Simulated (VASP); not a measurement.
# Bi (Im-3m) in VASP: a series of runs

Bi is run at these levels: PBEsol; tasks: density of states.

Everything below comes from runs of VASP 6.6.1. Logs are shortened: lines on timing, memory, paths and dates and some standing lists are left out, and cuts for length are marked.

## (1) The cell of the first run

The structure is cubic, space group Im-3m (No. 229). The conventional cell has a = 3.107 Å, b = 3.107 Å, c = 3.107 Å, α = 90.00°, β = 90.00°, γ = 90.00°. Within 3.5 Å of Bi (site symmetry m-3m) lie 14 Bi at 2.69 to 3.11 Å.

## (2) Density of states, PBEsol (volume scaled by 0.5)

Input file POSCAR:

```
Bi
1.0
   -1.5534719608      1.5534719608      1.5534719608
    1.5534719608     -1.5534719608      1.5534719608
    1.5534719608      1.5534719608     -1.5534719608
Bi
1
Direct
    0.0000000000      0.0000000000      0.0000000000
```

Input file INCAR.step1:

```
SYSTEM = Bi
PREC = Accurate
ENCUT = 520
EDIFF = 1E-7
ISMEAR = -1
SIGMA = 0.08
LREAL = .FALSE.
LASPH = .TRUE.
NELM = 60
ALGO = Normal
ISIF = 2
LWAVE = .FALSE.
LCHARG = .TRUE.
GGA = PS
NBANDS = 14
```

Input file KPOINTS.step1:

```
regular mesh
0
G
  15 15 15
  0 0 0
```

Input file INCAR.step2:

```
SYSTEM = Bi
PREC = Accurate
ENCUT = 520
EDIFF = 1E-7
ISMEAR = -5
SIGMA = 0.08
LREAL = .FALSE.
LASPH = .TRUE.
NELM = 60
ALGO = Normal
ISIF = 2
LWAVE = .FALSE.
LCHARG = .FALSE.
GGA = PS
LORBIT = 10
NBANDS = 14
NEDOS = 2001
ICHARG = 11
```

Input file KPOINTS.step2:

```
regular mesh
0
G
  23 23 23
  0 0 0
```

Potentials or basis: VASP PAW PBE potentials, release 64 (Bi_d).

On the command line:

```console
$ cat potpaw_PBE.64/Bi_d/POTCAR > POTCAR
$ cp INCAR.step1 INCAR
$ cp KPOINTS.step1 KPOINTS
$ mpirun -np 1 vasp_std > vasp.out
$ cp INCAR.step2 INCAR
$ cp KPOINTS.step2 KPOINTS
$ mpirun -np 1 vasp_std > vasp.out
```

OUTCAR:

```text
SYSTEM = Bi
   PREC = Accurate
   ENCUT = 520
   EDIFF = 1E-7
   ISMEAR = -5
   LREAL = .FALSE.
   LASPH = .TRUE.
   NELM = 60
   ISIF = 2
   GGA = PS
   LORBIT = 10
   ICHARG = 11

 ion  position               nearest neighbor table
   1  0.000  0.000  0.000-

  LATTYP: Found a body centered cubic cell.
 ALAT       =     3.1069439216

  Lattice vectors:

 A1 = (  -1.5534719608,   1.5534719608,   1.5534719608)
 A2 = (   1.5534719608,  -1.5534719608,   1.5534719608)
 A3 = (   1.5534719608,   1.5534719608,  -1.5534719608)

Analysis of symmetry for initial positions (statically):
=====================================================================
 Subroutine PRICEL returns:
 Original cell was already a primitive cell.

 Routine SETGRP: Setting up the symmetry group for a
 body centered cubic supercell.

 Subroutine GETGRP returns: Found 48 space group operations
 (whereof 48 operations were pure point group operations)
 out of a pool of 48 trial point group operations.

The static configuration has the point symmetry O_h .

Analysis of symmetry for dynamics (positions and initial velocities):
=====================================================================
 Subroutine PRICEL returns:
 Original cell was already a primitive cell.

 Routine SETGRP: Setting up the symmetry group for a
 body centered cubic supercell.

 Subroutine GETGRP returns: Found 48 space group operations
 (whereof 48 operations were pure point group operations)
 out of a pool of 48 trial point group operations.

The dynamic configuration has the point symmetry O_h .

 Subroutine INISYM returns: Found 48 space group operations
 (whereof 48 operations are pure point group operations),
 and found     1 'primitive' translations

----------------------------------------------------------------------------------------

                                     Primitive cell

  volume of cell :      14.9958

  direct lattice vectors                    reciprocal lattice vectors
    -1.553471961  1.553471961  1.553471961     0.000000000  0.321859688  0.321859688
     1.553471961 -1.553471961  1.553471961     0.321859688  0.000000000  0.321859688
     1.553471961  1.553471961 -1.553471961     0.321859688  0.321859688  0.000000000

  length of vectors
     2.690692364  2.690692364  2.690692364     0.455178335  0.455178335  0.455178335

  position of ions in fractional coordinates (direct lattice)
     0.000000000  0.000000000  0.000000000

  ion indices of the primitive-cell ions
   primitive index   ion index
                 1           1

----------------------------------------------------------------------------------------

 KPOINTS: regular mesh

Automatic generation of k-mesh.
 Grid dimensions read from file:
 generate k-points for:   23   23   23

 Generating k-lattice:

  Cartesian coordinates                     Fractional coordinates (reciprocal lattice)
     0.000000000  0.013993899  0.013993899     0.043478261  0.000000000  0.000000000
     0.013993899  0.000000000  0.013993899     0.000000000  0.043478261  0.000000000
     0.013993899  0.013993899  0.000000000     0.000000000  0.000000000  0.043478261

  Length of vectors
     0.019790362  0.019790362  0.019790362

  Shift w.r.t. Gamma in fractional coordinates (k-lattice)
     0.000000000  0.000000000  0.000000000

 TETIRR: Found  14515 inequivalent tetrahedra from    73002

 Subroutine IBZKPT returns following result:
 ===========================================

 Found    364 irreducible k-points:

 Following reciprocal coordinates:
            Coordinates               Weight
  0.000000  0.000000  0.000000      1.000000
  0.043478  0.000000  0.000000     12.000000
  0.086957  0.000000  0.000000     12.000000
  0.130435  0.000000  0.000000     12.000000
  0.173913  0.000000  0.000000     12.000000
  0.217391  0.000000  0.000000     12.000000
[... 16 lines left out ...]
  0.478261  0.043478  0.000000     24.000000
  0.086957  0.086957  0.000000     24.000000
 [... further k-points ...]
   k-points           NKPTS =    364   k-points in BZ     NKDIM =    364   number of bands    NBANDS=     14
   number of dos      NEDOS =   2001   number of ions     NIONS =      1
   total plane-waves  NPLWV =   8000
   dimension x,y,z NGX =    20 NGY =   20 NGZ =   20
   dimension x,y,z NGXF=    40 NGYF=   40 NGZF=   40
   ions per type =               1
   NGX,Y,Z   is equivalent  to a cutoff of  12.36, 12.36, 12.36 a.u.
   NGXF,Y,Z  is equivalent  to a cutoff of  24.71, 24.71, 24.71 a.u.
 SYSTEM =  Bi
   PREC   = accura    normal or accurate (medium, high low for compatibility)
   ISTART =      0    job   : 0-new  1-cont  2-samecut
   ICHARG =     11    charge: 1-file 2-atom 10-const
   ISPIN  =      1    spin polarized calculation?
   LNONCOLLINEAR =      F non collinear calculations
   LSORBIT =      F    spin-orbit coupling
   LASPH  =      T    aspherical Exc in radial PAW
   ENCUT  =  520.0 eV  38.22 Ry    6.18 a.u.   5.00  5.00  5.00*2*pi/ulx,y,z
   NELM   =     60;   NELMIN=  2; NELMDL=  0     # of ELM steps
   EDIFF  = 0.1E-06   stopping-criterion for ELM
   LREAL  =      F    real-space projection
   EDIFFG = 0.1E-05   stopping-criterion for IOM
   NSW    =      0    number of steps for IOM
   IBRION =     -1    ionic relax: 0-MD 1-quasi-New 2-CG
   NFREE  =      0    steps in history (QN), initial steepest desc. (CG)
   ISIF   =      2    stress and relaxation
   ISYM   =      2    0-nonsym 1-usesym 2-fastsym
   POTIM  = 0.5000    time-step for ionic-motion
   TEBEG  =    0.0;   TEEND  =   0.0 temperature during run
   PSTRESS=    0.0 pullay stress
   NELECT =      15.0000    total number of electrons
   NUPDOWN=      -1.0000    fix difference up-down
   EMIN   =  10.00;   EMAX   =-10.00  energy-range for DOS
   EFERMI =   0.00;   METHOD = LEGACY
   ISMEAR =    -5;   SIGMA  =   0.08  broadening in eV -4-tet -1-fermi 0-gaus
   EFERMI_NEDOS =   21; number of points for ismear=-14 and -15
   IALGO  =     38    algorithm
   IMIX   =      4    mixing-type and parameters
     AMIX     =   0.40;   BMIX     =  1.00
     AMIX_MAG =   1.60;   BMIX_MAG =  1.00
  volume/ion in A,a.u.               =      15.00       101.20
  Fermi-wavevector in a.u.,A,eV,Ry     =   1.637251  3.093955 36.471636  2.680590
  Thomas-Fermi vector in A             =   2.728422
   LORBIT       =     10    0 simple, 1 ext, 2 COOP (PROOUT), +10 PAW based schemes
   GGA     = PS    functional components
   LHFCALC =     F    Hartree Fock is set to
   AEXX    =    0.0000 exact exchange contribution
   IVDW    =     0    specifies the selected vdW correction
   LEPSILON=     F    determine dielectric tensor
   LRPA    =     F    only Hartree local field effects (RPA)
 non-spin polarized calculation
 Fermi weights with tetrahedron method with Bloechl corrections
  energy-cutoff  :      520.00
  volume of cell :       15.00
 maximum number of plane-waves:       420

 number of electron      14.9999993 magnetization

 Free energy of the ion-electron system (eV)
  ---------------------------------------------------
  ext. energy  EPLUGINS =         0.00000000
  ---------------------------------------------------
  free energy    TOTEN  =         0.94403135 eV

  energy without entropy =        0.94403135  energy(sigma->0) =        0.94403135

 E-fermi :  21.1770     XC(G=0): -14.4318

 val. band max:       21.3037631267   @ k =   0.3478   0.0870   0.0870
 cond. band min:      21.0904642893   @ k =  -0.3043   0.3043   0.3043
 fundamental gap:     -0.2132988374
 Fermi energy:        21.1769660624

 k-point     1 :       0.0000    0.0000    0.0000
  band No.  band energies     occupation
      1      -4.2197      2.00000
      2      -4.2197      2.00000
      3      -4.2197      2.00000
      4      -3.1573      2.00000
      5      -3.1573      2.00000
      6      -0.8859      2.00000
      7      29.8688      0.00000
      8      29.8688      0.00000
      9      29.8688      0.00000
     10      33.7889      0.00000
     11      33.7889      0.00000
     12      33.7889      0.00000
     13      37.6705      0.00000
     14      37.6705      0.00000

 k-point     2 :       0.0435    0.0000    0.0000
  band No.  band energies     occupation
      1      -4.2282      2.00000
      2      -4.2135      2.00000
      3      -4.1908      2.00000
      4      -3.1670      2.00000
      5      -3.1574      2.00000
      6      -0.8136      2.00000
      7      29.7043      0.00000
      8      29.8566      0.00000
      9      29.9073      0.00000
     10      33.0159      0.00000
     11      33.4137      0.00000
     12      33.4340      0.00000
     13      37.9778      0.00000
     14      38.2246      0.00000

 k-point     3 :       0.0870    0.0000    0.0000
  band No.  band energies     occupation
      1      -4.2531      2.00000
      2      -4.1983      2.00000
      3      -4.1056      2.00000
      4      -3.1946      2.00000
      5      -3.1576      2.00000
      6      -0.5936      2.00000
      7      28.9692      0.00000
      8      29.7374      0.00000
      9      30.0194      0.00000
     10      31.7580      0.00000
     11      32.5315      0.00000
     12      32.7848      0.00000
     13      38.3936      0.00000
     14      39.4666      0.00000
[... 324 lines left out ...]
 k-point    23 :       0.4783    0.0435    0.0000
  band No.  band energies     occupation
      1      -4.6525      2.00000
      2      -4.5549      2.00000
      3      -3.2300      2.00000
      4      -3.1560      2.00000
      5      -2.4870      2.00000
      6       8.9740      2.00000
      7       9.8168      2.00000
      8      23.6157     -0.00039
      9      24.5055      0.00000
     10      31.5125      0.00000
     11      31.9904      0.00000
     12      35.8770      0.00000
     13      40.0378      0.00000
     14      44.4296      0.00000

 k-point    24 :       0.0870    0.0870    0.0000
  band No.  band energies     occupation
      1      -4.2810      2.00000
      2      -4.2047      2.00000
      3      -3.8971      2.00000
      4      -3.2547      2.00000
      5      -3.1610      2.00000
      6       0.0108      2.00000
      7      27.3607      0.00000
      8      27.5525      0.00000
      9      29.6992      0.00000
     10      30.3600      0.00000
     11      32.3093      0.00000
     12      33.0486      0.00000
     13      39.0654      0.00000
     14      39.2031      0.00000

 [... further k-points ...]
[... 5 lines left out ...]
  --------------------------------------------------------------------------------------
  -------------------------------------------------------------------------------------
  Total       20.0641836     20.0641836     20.0641836     -0.0000000     -0.0000000      0.0000000
  in kB     2143.6892348   2143.6892348   2143.6892348     -0.0000000     -0.0000000      0.0000000
  external PRESSURE =    2143.6892348 kB  Pullay stress =       0.0000000 kB

 VOLUME and BASIS-vectors are now :
 -----------------------------------------------------------------------------
  energy-cutoff  :      520.00
  volume of cell :       15.00
      direct lattice vectors                 reciprocal lattice vectors
    -1.553471961  1.553471961  1.553471961     0.000000000  0.321859688  0.321859688
     1.553471961 -1.553471961  1.553471961     0.321859688  0.000000000  0.321859688
     1.553471961  1.553471961 -1.553471961     0.321859688  0.321859688  0.000000000

 POSITION                                       TOTAL-FORCE (eV/Angst)
 -----------------------------------------------------------------------------------
      0.00000      0.00000      0.00000         0.000000      0.000000      0.000000
 -----------------------------------------------------------------------------------
    total drift:                               -0.000000     -0.000000      0.000000

  FREE ENERGIE OF THE ION-ELECTRON SYSTEM (eV)
  ---------------------------------------------------
  free  energy   TOTEN  =         0.9440313521 eV

  energy  without entropy=        0.9440313521  energy(sigma->0) =        0.94403135

 total charge

# of ion       s       p       d       tot
------------------------------------------
    1        1.578   1.968  10.194  13.740
```

It took 72 s on 1 thread of Intel Xeon 6975P-C, shared host; peak memory 0.21 GiB.

What came out:

| Property | Result |
| --- | --- |
| Valence electrons inside the program's atomic spheres | Bi 13.74 |

Caveat: the PAW data sets were made with another functional, which shifts forces and pressure a little; spin-orbit coupling is left out, which moves the levels of the heavy elements; tetrahedron occupations give inexact forces and stress in metals.

(Part 1 of 2 ends here.)
